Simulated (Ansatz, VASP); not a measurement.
## One calculation of CaS, two programs

```xyz
2
Lattice="-0.0141 2.8101 2.8101 2.8101 -0.0141 2.8101 2.8101 2.8101 -0.0141" Properties=species:S:1:pos:R:3 pbc="T T T"
Ca    0.0000    0.0000    0.0000
S     2.8031    2.8031    2.8031
```

Change from the starting cell: equal xy, yz and zx engineering shears of -0.5 %.

Alike in both runs: task relaxation of the atoms; functional PBEsol; k mesh 8 × 8 × 8; no spin polarisation.

|  | VASP | Ansatz |
| --- | --- | --- |
| version | VASP 6.6.1 | Ansatz 0.2.0 |
| potentials or method | VASP PAW PBE potentials, release 64 (Ca_sv, S), cutoff 450 eV | all-electron LAPW, scalar-relativistic |
| occupations | gaussian, width 0.01 eV | fixed |

|  | VASP | Ansatz | Ansatz less VASP |
| --- | --- | --- | --- |
| gap on the k mesh at the Fermi level, each at its own relaxed structure (eV) | 2.13 | 2.13 | +0.007 |

VASP's potentials were made for PBE, not for PBEsol. Ansatz ran all-electron here, and VASP with PAW potentials.

Noted on VASP's run: the relaxation stopped at its first step, so nothing moved.
